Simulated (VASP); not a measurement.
Input of a VASP 6.6.1 run:

The input INCAR:

```
SYSTEM = ZnS
PREC = Accurate
ENCUT = 500
EDIFF = 1E-7
ISMEAR = 0
SIGMA = 0.01
LREAL = .FALSE.
LASPH = .TRUE.
NELM = 120
ALGO = Normal
ISIF = 3
LWAVE = .FALSE.
LCHARG = .FALSE.
GGA = PS
IBRION = 2
NSW = 80
EDIFFG = -0.001
PSTRESS = -10.0
GGA_COMPAT = .FALSE.
NELMIN = 4
```

KPOINTS

```
Automatic mesh
0
G
  10 10 10
  0 0 0
```

The input POSCAR:

```
ZnS
1.0
    0.0000000000      2.6782590751      2.6782590751
    2.6782590751      0.0000000000      2.6782590751
    2.6782590751      2.6782590751      0.0000000000
Zn S
1 1
Direct
    0.0000000000      0.0000000000      0.0000000000
    0.7500000000      0.7500000000      0.7500000000
```

Potentials or basis: VASP PAW PBE potentials, release 64 (Zn, S).

Run with:

```console
$ cat potpaw_PBE.64/Zn/POTCAR potpaw_PBE.64/S/POTCAR > POTCAR
$ mpirun -np 1 vasp_std > vasp.out
```

Task: What does it give for the relaxed volume?

Result: 19.51 Å³/atom.

Task: Predict the relaxed cell.

Result: a = 3.807 Å, b = 3.807 Å, c = 3.807 Å, α = 60.00°, β = 60.00°, γ = 60.00°.

Final structure:
```yaml
crystal:
  lattice:
    - [0.00000, 2.69195, 2.69195]
    - [2.69195, 0.00000, 2.69195]
    - [2.69195, 2.69195, 0.00000]
  atoms:
    - { symbol: Zn, position: [0.00000, 0.00000, 0.00000] }
    - { symbol: S, position: [0.75000, 0.75000, 0.75000] }
```

Caveat: the cell is relaxed towards a set pressure, so the run minimises the enthalpy, not the energy; the PAW data sets were made with another functional, which shifts forces and pressure a little. Zero-point motion and thermal expansion aren't in these numbers.
